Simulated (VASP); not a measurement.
The system is KI.

```
K I
1.0
     4.37133    0.00000    0.00000
     0.00000    4.37133    0.00000
     0.00000    0.00000    4.37133
K I
1 1
Direct
  0.00000 0.00000 0.00000
  0.50000 0.50000 0.50000
```

This cell differs from its parent crystal: strain +1.9%.

Base run:

```yaml
Program: VASP 6.6.1
Functional: HSE06
Potentials_or_basis: VASP PAW PBE potentials, release 64 (K_sv, I)
Cutoff: 520 eV
k_mesh: 4 × 4 × 4
Occupations: gaussian, width 0.01 eV
Spin: no spin polarisation
```

Its results: band gap on the k mesh 4.16 eV (least direct gap 4.51 eV); pressure -0.4 GPa.

Question: The run is repeated on the same cell with these changes: functional from HSE06 to PBE. What comes out?

Answer: Band gap on the k mesh 3.19 eV (least direct gap 3.52 eV); pressure -0.2 GPa.

Caveats: spin-orbit coupling is left out, which moves the levels of the heavy elements; the PAW data sets were made with another functional, which shifts forces and pressure a little (at least some runs).

A k mesh can miss the band edges.
